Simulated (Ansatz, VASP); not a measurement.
# BaTiO3: VASP beside Ansatz

```
Ba Ti O
1.0
     4.00822    0.00000    0.00000
     0.00000    2.87328    2.88592
     0.00000   -2.87328    2.88592
Ba Ti O
1 1 3
Direct
  0.00000 0.02107 0.02107
  0.50000 0.51971 0.51971
  0.00000 0.49163 0.49163
  0.50000 0.49381 0.98300
  0.50000 0.98300 0.49381
```

Change from the starting cell: all Ba atoms moved +0.075 Å, as atom 1 along Cartesian [0 0 1].

Alike in both runs: task single point; functional PBE; k mesh 6 × 6 × 6; occupations gaussian, width 0.05 eV; no spin polarisation; Hubbard terms Ti d U = 4.0 eV.

|  | VASP | Ansatz |
| --- | --- | --- |
| version | VASP 6.6.1 | Ansatz 0.2.0 |
| potentials or method | VASP PAW PBE potentials, release 64 (Ba_sv, Ti_sv, O), cutoff 520 eV | scalar-relativistic, plane waves, PAW |
| valence electrons in the cell | 40 | 40 |

```csv
,VASP,Ansatz,Ansatz less VASP
gap on the k mesh at the Fermi level (eV),2.51,2.53,+0.017
least direct gap on the mesh (eV),2.94,2.95,+0.005
pressure (GPa),3.8,0.3,-3.53
"traceless stress, the component that is largest in VASP (GPa)",-0.27,-0.08,+0.192
rms of the force components (eV/Å),0.237,0.128,-0.1082
```

The programs project onto different local orbitals, so the same U acts differently, and such runs can settle in different states. Atom by atom the forces differ by 0.220 eV/Å (rms over components).

Neither program's run includes spin-orbit coupling.
